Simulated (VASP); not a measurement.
# MnO (Fm-3m) in VASP: further runs

MnO is run at these levels: PBEsol; tasks: single point.

Everything below comes from runs of VASP 6.6.1. Logs are shortened: lines on timing, memory, paths and dates and some standing lists are left out, and cuts for length are marked.

## 1. The cell of the first run

Symmetry: Fm-3m, No. 225, cubic system. Conventional cell: a = 4.424 Å, b = 4.424 Å, c = 4.424 Å, α = 90.00°, β = 90.00°, γ = 90.00°. Within 2.9 Å of Mn (site symmetry m-3m) lie 6 O at 2.21 Å. O (site symmetry m-3m) has 6 Mn at 2.21 Å within 2.9 Å.

## 2. Single point, PBEsol, collinear spin, ferromagnetic start (volume scaled by 1.06)

INCAR reads:

```
ALGO = Normal
EDIFF = 1E-6
ENCUT = 520
GGA = PS
ISIF = 2
ISMEAR = 0
ISPIN = 2
LASPH = True
LCHARG = True
LELF = True
LMAXMIX = 4
LORBIT = 11
LREAL = False
LVHAR = True
LWAVE = False
MAGMOM = 4.2 0.23
NBANDS = 20
NELM = 150
PREC = Accurate
SIGMA = 0.1
```

KPOINTS reads:

```
k-points
0
Gamma
  16 16 16
```

POSCAR reads:

```
MnO
1.0
    0.0000000000      2.2120111063      2.2120111063
    2.2120111063      0.0000000000      2.2120111063
    2.2120111063      2.2120111063      0.0000000000
Mn O
1 1
Direct
    0.0000000000      0.0000000000      0.0000000000
    0.5000000000      0.5000000000      0.5000000000
```

Potentials or basis: VASP PAW PBE potentials, release 64 (Mn_pv, O).

The run is started by

```console
> cat potpaw_PBE.64/Mn_pv/POTCAR potpaw_PBE.64/O/POTCAR > POTCAR
> mpirun -np 1 vasp_std > vasp.out
```

OUTCAR:

```text
EDIFF = 1E-6
   ENCUT = 520
   GGA = PS
   ISIF = 2
   ISMEAR = 0
   ISPIN = 2
   LASPH = True
   LORBIT = 11
   LREAL = False
   NELM = 150
   PREC = Accurate

 ion  position               nearest neighbor table
   1  0.000  0.000  0.000-   2 2.21   2 2.21   2 2.21   2 2.21   2 2.21   2 2.21
   2  0.500  0.500  0.500-   1 2.21   1 2.21   1 2.21   1 2.21   1 2.21   1 2.21

  LATTYP: Found a face centered cubic cell.
 ALAT       =     4.4240222126

  Lattice vectors:

 A1 = (   0.0000000000,   2.2120111063,   2.2120111063)
 A2 = (   2.2120111063,   0.0000000000,   2.2120111063)
 A3 = (   2.2120111063,   2.2120111063,   0.0000000000)

Analysis of symmetry for initial positions (statically):
=====================================================================
 Subroutine PRICEL returns:
 Original cell was already a primitive cell.

 Routine SETGRP: Setting up the symmetry group for a
 face centered cubic supercell.

 Subroutine GETGRP returns: Found 48 space group operations
 (whereof 48 operations were pure point group operations)
 out of a pool of 48 trial point group operations.

The static configuration has the point symmetry O_h .

Analysis of symmetry for dynamics (positions and initial velocities):
=====================================================================
 Subroutine PRICEL returns:
 Original cell was already a primitive cell.

 Routine SETGRP: Setting up the symmetry group for a
 face centered cubic supercell.

 Subroutine GETGRP returns: Found 48 space group operations
 (whereof 48 operations were pure point group operations)
 out of a pool of 48 trial point group operations.

The dynamic configuration has the point symmetry O_h .

Analysis of structural, dynamic, and magnetic symmetry:
=====================================================================
 Subroutine PRICEL returns:
 Original cell was already a primitive cell.

 Routine SETGRP: Setting up the symmetry group for a
 face centered cubic supercell.

 Subroutine GETGRP returns: Found 48 space group operations
 (whereof 48 operations were pure point group operations)
 out of a pool of 48 trial point group operations.

The overall configuration has the point symmetry O_h .

 Subroutine INISYM returns: Found 48 space group operations
 (whereof 48 operations are pure point group operations),
 and found     1 'primitive' translations

----------------------------------------------------------------------------------------

                                     Primitive cell

  volume of cell :      21.6467

  direct lattice vectors                    reciprocal lattice vectors
     0.000000000  2.212011106  2.212011106    -0.226038648  0.226038648  0.226038648
     2.212011106  0.000000000  2.212011106     0.226038648 -0.226038648  0.226038648
     2.212011106  2.212011106  0.000000000     0.226038648  0.226038648 -0.226038648

  length of vectors
     3.128256107  3.128256107  3.128256107     0.391510423  0.391510423  0.391510423

  position of ions in fractional coordinates (direct lattice)
     0.000000000  0.000000000  0.000000000
     0.500000000  0.500000000  0.500000000

  ion indices of the primitive-cell ions
   primitive index   ion index
                 1           1
                 2           2

----------------------------------------------------------------------------------------

 KPOINTS: k-points

Automatic generation of k-mesh.
 Grid dimensions read from file:
 generate k-points for:   16   16   16

 Generating k-lattice:

  Cartesian coordinates                     Fractional coordinates (reciprocal lattice)
    -0.014127416  0.014127416  0.014127416     0.062500000  0.000000000  0.000000000
     0.014127416 -0.014127416  0.014127416     0.000000000  0.062500000  0.000000000
     0.014127416  0.014127416 -0.014127416     0.000000000  0.000000000  0.062500000

  Length of vectors
     0.024469401  0.024469401  0.024469401

  Shift w.r.t. Gamma in fractional coordinates (k-lattice)
     0.000000000  0.000000000  0.000000000

 Subroutine IBZKPT returns following result:
 ===========================================

 Found    145 irreducible k-points:

 Following reciprocal coordinates:
            Coordinates               Weight
  0.000000  0.000000  0.000000      1.000000
  0.062500  0.000000  0.000000      8.000000
  0.125000  0.000000  0.000000      8.000000
  0.187500  0.000000  0.000000      8.000000
  0.250000  0.000000  0.000000      8.000000
  0.312500  0.000000  0.000000      8.000000
[... 16 lines left out ...]
 -0.125000  0.062500  0.000000     24.000000
 -0.062500  0.062500  0.000000     12.000000
 [... further k-points ...]
   k-points           NKPTS =    145   k-points in BZ     NKDIM =    145   number of bands    NBANDS=     20
   number of dos      NEDOS =    301   number of ions     NIONS =      2
   total plane-waves  NPLWV =  13824
   dimension x,y,z NGX =    24 NGY =   24 NGZ =   24
   dimension x,y,z NGXF=    48 NGYF=   48 NGZF=   48
   ions per type =               1   1
   NGX,Y,Z   is equivalent  to a cutoff of  12.75, 12.75, 12.75 a.u.
   NGXF,Y,Z  is equivalent  to a cutoff of  25.51, 25.51, 25.51 a.u.
 SYSTEM =  unknown system
   PREC   = accura    normal or accurate (medium, high low for compatibility)
   ISTART =      0    job   : 0-new  1-cont  2-samecut
   ICHARG =      2    charge: 1-file 2-atom 10-const
   ISPIN  =      2    spin polarized calculation?
   LNONCOLLINEAR =      F non collinear calculations
   LSORBIT =      F    spin-orbit coupling
   LASPH  =      T    aspherical Exc in radial PAW
   ENCUT  =  520.0 eV  38.22 Ry    6.18 a.u.   5.82  5.82  5.82*2*pi/ulx,y,z
   NELM   =    150;   NELMIN=  2; NELMDL= -5     # of ELM steps
   EDIFF  = 0.1E-05   stopping-criterion for ELM
   LREAL  =      F    real-space projection
   EDIFFG = 0.1E-04   stopping-criterion for IOM
   NSW    =      0    number of steps for IOM
   IBRION =     -1    ionic relax: 0-MD 1-quasi-New 2-CG
   NFREE  =      0    steps in history (QN), initial steepest desc. (CG)
   ISIF   =      2    stress and relaxation
   ISYM   =      2    0-nonsym 1-usesym 2-fastsym
   POTIM  = 0.5000    time-step for ionic-motion
   TEBEG  =    0.0;   TEEND  =   0.0 temperature during run
   PSTRESS=    0.0 pullay stress
   NELECT =      19.0000    total number of electrons
   NUPDOWN=      -1.0000    fix difference up-down
   EMIN   =  10.00;   EMAX   =-10.00  energy-range for DOS
   EFERMI =   0.00;   METHOD = LEGACY
   ISMEAR =     0;   SIGMA  =   0.10  broadening in eV -4-tet -1-fermi 0-gaus
   EFERMI_NEDOS =   21; number of points for ismear=-14 and -15
   IALGO  =     38    algorithm
   IMIX   =      4    mixing-type and parameters
     AMIX     =   0.40;   BMIX     =  1.00
     AMIX_MAG =   1.60;   BMIX_MAG =  1.00
  volume/ion in A,a.u.               =      10.82        73.04
  Fermi-wavevector in a.u.,A,eV,Ry     =   1.567456  2.962063 33.428409  2.456919
  Thomas-Fermi vector in A             =   2.669633
   LORBIT       =     11    0 simple, 1 ext, 2 COOP (PROOUT), +10 PAW based schemes
   GGA     = PS    functional components
   LHFCALC =     F    Hartree Fock is set to
   AEXX    =    0.0000 exact exchange contribution
   IVDW    =     0    specifies the selected vdW correction
   LEPSILON=     F    determine dielectric tensor
   LRPA    =     F    only Hartree local field effects (RPA)
 spin polarized calculation
 Gauss-broadening in eV      SIGMA  =   0.10
  energy-cutoff  :      520.00
  volume of cell :       21.65
 maximum number of plane-waves:       604
   NGX = 11   NGY = 11   NGZ = 11

 number of electron      18.9999995 magnetization       4.6850833

 Free energy of the ion-electron system (eV)
  ---------------------------------------------------
  ext. energy  EPLUGINS =         0.00000000
  ---------------------------------------------------
  free energy    TOTEN  =       -17.23098902 eV

  energy without entropy =      -17.22600194  energy(sigma->0) =      -17.22849548

 E-fermi :   7.5829     XC(G=0): -12.1934

 val. band max:        7.5775183957   @ k =   0.2500   0.1875   0.0000
 cond. band min:       7.5870168894   @ k =  -0.2500   0.3125   0.0625
 fundamental gap:      0.0094984938
 Fermi energy:         7.5829444500

 spin component 1

 k-point     1 :       0.0000    0.0000    0.0000
  band No.  band energies     occupation
      1     -42.6066      1.00000
      2     -42.6066      1.00000
      3     -42.6066      1.00000
      4     -12.7860      1.00000
      5       3.7177      1.00000
      6       3.7177      1.00000
[... 12 lines left out ...]
     19      27.4469      0.00000
     20      27.4469      0.00000
[... 507 lines left out ...]
 k-point    24 :      -0.0625    0.0625    0.0000
  band No.  band energies     occupation
      1     -42.6130      1.00000
      2     -42.6086      1.00000
      3     -42.6070      1.00000
      4     -12.6935      1.00000
      5       2.7718      1.00000
      6       3.0936      1.00000
[... 12 lines left out ...]
     19      27.4742      0.00000
     20      28.8229      0.00000

 [... further k-points ...]

 spin component 2

 k-point     1 :       0.0000    0.0000    0.0000
  band No.  band energies     occupation
      1     -38.0665      1.00000
      2     -38.0665      1.00000
      3     -38.0665      1.00000
      4     -12.3261      1.00000
      5       4.1302      1.00000
      6       4.1302      1.00000
[... 12 lines left out ...]
     19      29.6691      0.00000
     20      29.6691      0.00000
[... 507 lines left out ...]
 k-point    24 :      -0.0625    0.0625    0.0000
  band No.  band energies     occupation
      1     -38.0746      1.00000
      2     -38.0689      1.00000
      3     -38.0669      1.00000
      4     -12.2364      1.00000
      5       3.4735      1.00000
      6       3.8924      1.00000
[... 12 lines left out ...]
     19      29.3794      0.00000
     20      30.8811      0.00000

 [... further k-points ...]

------------------------ aborting loop because EDIFF is reached ----------------------------------------

  FORCE on cell =-STRESS in cart. coord.  units (eV):
  Direction    XX          YY          ZZ          XY          YZ          ZX
  --------------------------------------------------------------------------------------
  -------------------------------------------------------------------------------------
  Total       -0.8348878     -0.8348878     -0.8348878     -0.0000000      0.0000000      0.0000000
  in kB      -61.7940668    -61.7940668    -61.7940668     -0.0000000      0.0000000      0.0000000
  external PRESSURE =     -61.7940668 kB  Pullay stress =       0.0000000 kB

 VOLUME and BASIS-vectors are now :
 -----------------------------------------------------------------------------
  energy-cutoff  :      520.00
  volume of cell :       21.65
      direct lattice vectors                 reciprocal lattice vectors
     0.000000000  2.212011106  2.212011106    -0.226038648  0.226038648  0.226038648
     2.212011106  0.000000000  2.212011106     0.226038648 -0.226038648  0.226038648
     2.212011106  2.212011106  0.000000000     0.226038648  0.226038648 -0.226038648

 POSITION                                       TOTAL-FORCE (eV/Angst)
 -----------------------------------------------------------------------------------
      0.00000      0.00000      0.00000         0.000000      0.000000     -0.000000
      2.21201      2.21201      2.21201        -0.000000     -0.000000      0.000000
 -----------------------------------------------------------------------------------
    total drift:                                0.000000     -0.000000     -0.000000

  FREE ENERGIE OF THE ION-ELECTRON SYSTEM (eV)
  ---------------------------------------------------
  free  energy   TOTEN  =       -17.2309890205 eV

  energy  without entropy=      -17.2260019402  energy(sigma->0) =      -17.22849548

 total charge

# of ion       s       p       d       tot
------------------------------------------
    1        0.208   6.184   4.982  11.375
    2        1.557   3.394   0.000   4.951
--------------------------------------------------
tot          1.765   9.579   4.982  16.326

 magnetization (x)

# of ion       s       p       d       tot
------------------------------------------
    1        0.033   0.026   4.199   4.258
    2        0.030   0.160   0.000   0.190
--------------------------------------------------
tot          0.064   0.186   4.199   4.449
```

Run time: 75 s. Hardware: 1 thread of AMD EPYC 9R14 (Zen 4), shared host; peak memory 0.18 GiB.

What came out:

- Free energy: -17.2310 eV
- Pressure: -6.2 GPa
- Net moment: 4.69 μB per cell
- Site moments: Mn +4.26; O +0.19 μB
- Valence electrons inside the program's atomic spheres: Mn 11.38; O 4.95

Levels at points of the mesh, in eV from the Fermi level:
Spin up:
| k point | band 8 | band 9 | band 10 | band 11 | band 12 | band 13 | band 14 | band 15 | band 16 | band 17 |
| --- | --- | --- | --- | --- | --- | --- | --- | --- | --- | --- |
| (0.00, 0.00, 0.00) | -3.23 | -3.23 | -3.23 | -2.69 | -2.69 | -0.54 | 13.82 | 16.30 | 16.30 | 16.30 |
| (0.50, 0.00, 0.00) | -2.29 | -2.29 | -1.85 | 0.26 | 0.26 | 3.37 | 7.78 | 11.82 | 11.82 | 18.53 |
| (0.50, 0.50, 0.00) | -4.28 | -2.25 | -2.00 | -2.00 | -1.87 | 5.01 | 7.79 | 10.36 | 13.68 | 13.68 |
Spin down:
| k point | band 4 | band 5 | band 6 | band 7 | band 8 | band 9 | band 10 | band 11 |
| --- | --- | --- | --- | --- | --- | --- | --- | --- |
| (0.00, 0.00, 0.00) | -19.91 | -3.45 | -3.45 | -3.45 | 0.62 | 0.62 | 0.62 | 0.73 |
| (0.50, 0.00, 0.00) | -18.90 | -7.57 | -4.99 | -4.99 | 1.85 | 1.89 | 1.89 | 3.62 |
| (0.50, 0.50, 0.00) | -18.94 | -6.59 | -4.45 | -4.45 | -1.01 | 1.89 | 2.12 | 2.34 |

Caveat: the PAW data sets were made with another functional, which shifts forces and pressure a little; a cell with one magnetic atom can't hold antiferromagnetic order, which such compounds often take; semilocal functionals often make such compounds metallic where correlation or magnetic order opens a gap, which also shifts bond lengths.

## 3. Single point, PBEsol, collinear spin, ferromagnetic start (volume scaled by 1.10)

INCAR reads:

```
  ALGO = Normal
  EDIFF = 1E-6
  ENCUT = 520
  GGA = PS
  ISIF = 2
  ISMEAR = 0
  ISPIN = 2
  LASPH = True
  LCHARG = False
  LMAXMIX = 4
  LORBIT = 11
  LREAL = False
  LWAVE = False
  MAGMOM = 4.2 0.23
  NBANDS = 20
  NELM = 150
  PREC = Accurate
  SIGMA = 0.1
```

KPOINTS is that of step 2.

POSCAR reads:

```
MnO
1.0
    0.0000000000      2.2394923151      2.2394923151
    2.2394923151      0.0000000000      2.2394923151
    2.2394923151      2.2394923151      0.0000000000
Mn O
1 1
Direct
    0.0000000000      0.0000000000      0.0000000000
    0.5000000000      0.5000000000      0.5000000000
```

Potentials or basis: VASP PAW PBE potentials, release 64 (Mn_pv, O).

The run is started by

```console
> cat potpaw_PBE.64/Mn_pv/POTCAR potpaw_PBE.64/O/POTCAR > POTCAR
> mpirun -np 1 vasp_std > vasp.out
```

OUTCAR:

```text
EDIFF = 1E-6
   ENCUT = 520
   GGA = PS
   ISIF = 2
   ISMEAR = 0
   ISPIN = 2
   LASPH = True
   LORBIT = 11
   LREAL = False
   NELM = 150
   PREC = Accurate

 ion  position               nearest neighbor table
   1  0.000  0.000  0.000-   2 2.24   2 2.24   2 2.24   2 2.24   2 2.24   2 2.24
   2  0.500  0.500  0.500-   1 2.24   1 2.24   1 2.24   1 2.24   1 2.24   1 2.24

  LATTYP: Found a face centered cubic cell.
 ALAT       =     4.4789846302

  Lattice vectors:

 A1 = (   0.0000000000,   2.2394923151,   2.2394923151)
 A2 = (   2.2394923151,   0.0000000000,   2.2394923151)
 A3 = (   2.2394923151,   2.2394923151,   0.0000000000)

Analysis of symmetry for initial positions (statically):
=====================================================================
 Subroutine PRICEL returns:
 Original cell was already a primitive cell.

 Routine SETGRP: Setting up the symmetry group for a
 face centered cubic supercell.

 Subroutine GETGRP returns: Found 48 space group operations
 (whereof 48 operations were pure point group operations)
[... 750 lines left out ...]
      6       3.8677      1.00000
[... 541 lines left out ...]
     19      28.4001      0.00000
     20      29.8148      0.00000

 [... further k-points ...]

------------------------ aborting loop because EDIFF is reached ----------------------------------------

  FORCE on cell =-STRESS in cart. coord.  units (eV):
  Direction    XX          YY          ZZ          XY          YZ          ZX
  --------------------------------------------------------------------------------------
  -------------------------------------------------------------------------------------
  Total       -1.3182400     -1.3182400     -1.3182400     -0.0000000     -0.0000000     -0.0000000
  in kB      -94.0213198    -94.0213198    -94.0213198     -0.0000000     -0.0000000     -0.0000000
  external PRESSURE =     -94.0213198 kB  Pullay stress =       0.0000000 kB

 VOLUME and BASIS-vectors are now :
 -----------------------------------------------------------------------------
  energy-cutoff  :      520.00
  volume of cell :       22.46
      direct lattice vectors                 reciprocal lattice vectors
     0.000000000  2.239492315  2.239492315    -0.223264888  0.223264888  0.223264888
     2.239492315  0.000000000  2.239492315     0.223264888 -0.223264888  0.223264888
     2.239492315  2.239492315  0.000000000     0.223264888  0.223264888 -0.223264888

 POSITION                                       TOTAL-FORCE (eV/Angst)
 -----------------------------------------------------------------------------------
      0.00000      0.00000      0.00000        -0.000000      0.000000      0.000000
      2.23949      2.23949      2.23949         0.000000     -0.000000     -0.000000
 -----------------------------------------------------------------------------------
    total drift:                                0.000000     -0.000000     -0.000000

  FREE ENERGIE OF THE ION-ELECTRON SYSTEM (eV)
  ---------------------------------------------------
  free  energy   TOTEN  =       -17.1923489012 eV

  energy  without entropy=      -17.1873428105  energy(sigma->0) =      -17.18984586

 total charge

# of ion       s       p       d       tot
------------------------------------------
    1        0.203   6.172   4.960  11.335
    2        1.556   3.382   0.000   4.939
--------------------------------------------------
tot          1.759   9.555   4.960  16.274

 magnetization (x)

# of ion       s       p       d       tot
------------------------------------------
    1        0.034   0.026   4.279   4.339
    2        0.029   0.168   0.000   0.197
--------------------------------------------------
tot          0.063   0.193   4.279   4.536
```

Wall time 72 s (1 thread of AMD EPYC 9R14 (Zen 4), shared host); peak memory 0.18 GiB.

Results:

| Quantity | Value |
| --- | --- |
| Free energy | -17.1923 eV |
| Pressure | -9.4 GPa |
| Net moment | 4.79 μB per cell |
| Site moments | Mn +4.34; O +0.20 μB |
| Valence electrons inside the program's atomic spheres | Mn 11.34; O 4.94 |

Caveat: the PAW data sets were made with another functional, which shifts forces and pressure a little; a cell with one magnetic atom can't hold antiferromagnetic order, which such compounds often take; semilocal functionals often make such compounds metallic where correlation or magnetic order opens a gap, which also shifts bond lengths.
